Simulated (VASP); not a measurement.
A run of VASP 6.6.1 is set up as follows.

File INCAR:

```
SYSTEM = InP
ALGO     = Normal         ! electronic algorithm
EDIFF    = 1E-6           ! SCF threshold, eV
ENCUT    = 520            ! plane-wave cutoff, eV
GGA      = CA             ! functional
GGA_COMPAT= .FALSE.      
ISIF     = 2              ! what is computed and relaxed
ISMEAR   = 0              ! smearing method
LASPH    = .TRUE.         ! aspherical terms in the spheres
LCHARG   = .FALSE.        ! write CHGCAR
LORBIT   = 11             ! projections on sites
LORBMOM  = .TRUE.       
LREAL    = .FALSE.        ! projectors in reciprocal space
LSORBIT  = .TRUE.         ! spin-orbit coupling
LWAVE    = .FALSE.        ! write WAVECAR
MAGMOM   = 0 0 0 0 0 0    ! initial moments
NBANDS   = 30             ! bands
NELM     = 150            ! most SCF steps
PREC     = Accurate       ! precision mode
SIGMA    = 0.03           ! smearing width, eV
```

KPOINTS

```
k-points
0
G
  10 10 10
  0 0 0
```

File POSCAR:

```
InP
1.0
    0.0000000000      2.9345000000      2.9345000000
    2.9345000000      0.0000000000      2.9345000000
    2.9345000000      2.9345000000      0.0000000000
In P
1 1
Direct
    0.0000000000      0.0000000000      0.0000000000
    0.2500000000      0.2500000000      0.2500000000
```

Potentials or basis: VASP PAW LDA potentials, release 64 (In_d, P).

Launch:

```sh
$ cat potpaw_LDA.64/In_d/POTCAR potpaw_LDA.64/P/POTCAR > POTCAR
$ mpirun -np 1 vasp_ncl > vasp.out
```

Q: Predict the pressure.

A: -1.5 GPa.

Q: What does it give for the net moment?

A: 0.00 μB per cell.

Moments on the atoms (μB; x, y, z):
```
In  0.00 0.00 0.00
P   0.00 0.00 0.00
```
